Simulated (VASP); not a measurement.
# In (I4/mmm) in VASP: further runs, part 2 of 2

VASP 6.6.1.

**4. Single point, PBEsol**

This run uses another cell than the first one, of 24.09 Å³/atom, 0.893 times its volume.

Input file INCAR:

```
ALGO = Normal
EDIFF = 1E-6
ENCUT = 520
GGA = PS
ISIF = 2
ISMEAR = -1
LASPH = True
LCHARG = False
LREAL = False
LWAVE = False
NBANDS = 12
NELM = 100
PREC = Accurate
SIGMA = 0.05
```

Input file KPOINTS:

```
k-points
0
Gamma
  10 10 10
```

Input file POSCAR:

```
In
1.0
   -1.5604512000      1.5604512000      2.4737000000
    1.5604512000     -1.5604512000      2.4737000000
    1.5604512000      1.5604512000     -2.4737000000
In
1
Direct
    0.0000000000      0.0000000000      0.0000000000
```

Potentials or basis: VASP PAW PBE potentials, release 64 (In_d).

On the command line:

```sh
> cat potpaw_PBE.64/In_d/POTCAR > POTCAR
> mpirun -np 1 vasp_std > vasp.out
```

OUTCAR:

```text
EDIFF = 1E-6
   ENCUT = 520
   GGA = PS
   ISIF = 2
   ISMEAR = -1
   LASPH = True
   LREAL = False
   NELM = 100
   PREC = Accurate

 ion  position               nearest neighbor table
   1  0.000  0.000  0.000-

  LATTYP: Found a body centered tetragonal cell.
 ALAT       =     3.1209024000
 C/A-ratio  =     1.5852466261

  Lattice vectors:

 A1 = (  -1.5604512000,   1.5604512000,   2.4737000000)
 A2 = (   1.5604512000,  -1.5604512000,   2.4737000000)
 A3 = (   1.5604512000,   1.5604512000,  -2.4737000000)

Analysis of symmetry for initial positions (statically):
=====================================================================
 Subroutine PRICEL returns:
 Original cell was already a primitive cell.

 Routine SETGRP: Setting up the symmetry group for a
 body centered tetragonal supercell.

 Subroutine GETGRP returns: Found 16 space group operations
 (whereof 16 operations were pure point group operations)
 out of a pool of 16 trial point group operations.

The static configuration has the point symmetry D_4h.

Analysis of symmetry for dynamics (positions and initial velocities):
=====================================================================
 Subroutine PRICEL returns:
 Original cell was already a primitive cell.

 Routine SETGRP: Setting up the symmetry group for a
 body centered tetragonal supercell.

 Subroutine GETGRP returns: Found 16 space group operations
 (whereof 16 operations were pure point group operations)
 out of a pool of 16 trial point group operations.

The dynamic configuration has the point symmetry D_4h.

 Subroutine INISYM returns: Found 16 space group operations
 (whereof 16 operations are pure point group operations),
 and found     1 'primitive' translations

----------------------------------------------------------------------------------------

                                     Primitive cell

[... 108 lines left out ...]
     AMIX_MAG =   1.60;   BMIX_MAG =  1.00
  volume/ion in A,a.u.               =      24.09       162.59
  Fermi-wavevector in a.u.,A,eV,Ry     =   1.332765  2.518560 24.167508  1.776262
  Thomas-Fermi vector in A             =   2.461675
   LORBIT       =      0    0 simple, 1 ext, 2 COOP (PROOUT), +10 PAW based schemes
   GGA     = PS    functional components
   LHFCALC =     F    Hartree Fock is set to
   AEXX    =    0.0000 exact exchange contribution
   IVDW    =     0    specifies the selected vdW correction
   LEPSILON=     F    determine dielectric tensor
   LRPA    =     F    only Hartree local field effects (RPA)
 non-spin polarized calculation
  energy-cutoff  :      520.00
  volume of cell :       24.09
 maximum number of plane-waves:       660
 NGX is ok and might be reduce to    28
   NGX = 13   NGY = 13   NGZ = 13

 number of electron      12.9999998 magnetization

 Free energy of the ion-electron system (eV)
  ---------------------------------------------------
  ext. energy  EPLUGINS =         0.00000000
  ---------------------------------------------------
  free energy    TOTEN  =        -2.96830148 eV

  energy without entropy =       -2.96371923  energy(sigma->0) =       -2.96601035

 E-fermi :   8.2854     XC(G=0): -10.8034

 val. band max:        8.2761778762   @ k =  -0.4000  -0.4000   0.3000
 cond. band min:       8.3107023480   @ k =   0.5000   0.3000  -0.0000
 fundamental gap:      0.0345244718
 Fermi energy:         8.2854036930

 k-point     1 :       0.0000    0.0000    0.0000
  band No.  band energies     occupation
      1      -6.4622      2.00000
      2      -6.2543      2.00000
      3      -6.2543      2.00000
      4      -6.2199      2.00000
      5      -6.0122      2.00000
      6      -1.8327      2.00000
      7      19.6047      0.00000
      8      19.6047      0.00000
      9      19.8840      0.00000
     10      20.1649      0.00000
     11      22.9640      0.00000
     12      23.0800      0.00000
[... 331 lines left out ...]
 k-point    24 :       0.4000    0.3000    0.0000
  band No.  band energies     occupation
      1      -6.4379      2.00000
      2      -6.2836      2.00000
      3      -6.0922      2.00000
      4      -6.0828      2.00000
      5      -5.9236      2.00000
      6       5.5440      2.00000
      7       6.8350      2.00000
      8      10.0786      0.00000
      9      13.4714      0.00000
     10      16.9168      0.00000
     11      23.6691      0.00000
     12      24.7356      0.00000

 [... further k-points ...]
[... 5 lines left out ...]
  --------------------------------------------------------------------------------------
  -------------------------------------------------------------------------------------
  Total        0.5256472      0.5256472      0.2806896      0.0000000      0.0000000      0.0000000
  in kB       34.9540523     34.9540523     18.6650642      0.0000000      0.0000000      0.0000000
  external PRESSURE =      29.5243896 kB  Pullay stress =       0.0000000 kB

 VOLUME and BASIS-vectors are now :
 -----------------------------------------------------------------------------
  energy-cutoff  :      520.00
  volume of cell :       24.09
      direct lattice vectors                 reciprocal lattice vectors
    -1.560451200  1.560451200  2.473700000     0.000000000  0.320420145  0.202126369
     1.560451200 -1.560451200  2.473700000     0.320420145  0.000000000  0.202126369
     1.560451200  1.560451200 -2.473700000     0.320420145  0.320420145  0.000000000

 POSITION                                       TOTAL-FORCE (eV/Angst)
 -----------------------------------------------------------------------------------
      0.00000      0.00000      0.00000         0.000000      0.000000      0.000000
 -----------------------------------------------------------------------------------
    total drift:                               -0.000000     -0.000000     -0.000000

  FREE ENERGIE OF THE ION-ELECTRON SYSTEM (eV)
  ---------------------------------------------------
  free  energy   TOTEN  =        -2.9683014794 eV

  energy  without entropy=       -2.9637192294  energy(sigma->0) =       -2.96601035
```

stdout:

```text
POSCAR found type information on POSCAR In
 POSCAR found :  1 types and       1 ions
 scaLAPACK will be used
 -----------------------------------------------------------------------------
|                                                                             |
|                                                                             |
|     You enforced a specific xc type in the INCAR file but a different       |
|     I HOPE YOU KNOW WHAT YOU ARE DOING!                                     |
|                                                                             |
 -----------------------------------------------------------------------------

 LDA part: xc-table for (Slater+PW92), standard interpolation
 POSCAR, INCAR and KPOINTS ok, starting setup
 FFT: planning ... GRIDC
 FFT: planning ... GRID_SOFT
 FFT: planning ... GRID
 WAVECAR not read
 entering main loop
```

It took 24 s on 1 thread of Intel Xeon 6975P-C, shared host; peak memory 0.17 GiB.

Results:

| Property | Result |
| --- | --- |
| Free energy | -2.9683 eV |
| Pressure | 3.0 GPa |

Stress tensor (GPa, compression positive):
```
3.50 0.00 0.00
0.00 3.50 0.00
0.00 0.00 1.87
```

Levels at points of the mesh, in eV from the Fermi level:
```
           k point  band 3  band 4  band 5  band 6  band 7  band 8  band 9  band 10
(0.00, 0.00, 0.00)  -14.54  -14.51  -14.30  -10.12   11.32   11.32   11.60    11.88
(0.50, 0.00, 0.00)  -14.52  -14.23  -14.17   -4.29   -3.71    7.44   10.29    11.41
(0.50, 0.50, 0.00)  -14.23  -14.23  -14.05   -2.02   -1.14    3.45    4.11     7.32
(0.50, 0.50, 0.50)  -14.19  -14.17  -14.17   -3.30   -3.20    5.40    5.40     9.00
```

Caveat: the PAW data sets were made with another functional, which shifts forces and pressure a little; spin-orbit coupling is left out, which moves the levels of the heavy elements.

**5. Overview**

```csv
level,cell,k mesh,gap on the mesh (eV),pressure (GPa)
BLYP+D3(BJ),"a = 3.444 Å, angles 123.9, 123.9, 83.4°, 1 atom",11 × 11 × 11,none,0.0
BLYP+D4,"a = 3.480 Å, angles 124.0, 124.0, 83.2°, 1 atom",11 × 11 × 11,none,0.0
PBEsol,"a = 3.315 Å, angles 123.8, 123.8, 83.5°, 1 atom",10 × 10 × 10,none,3.0
```

Alike in all rows: task single point; potentials or basis VASP PAW PBE potentials, release 64 (In_d); no spin polarisation; cutoff (eV) 520; smearing fermi-dirac 0.05 eV.

Caveats: the PAW data sets were made with another functional, which shifts forces and pressure a little; spin-orbit coupling is left out, which moves the levels of the heavy elements; pairwise dispersion overbinds metals, which lowers pressure and volume (some runs).

Absolute energies hang on the potentials; compare differences alone.
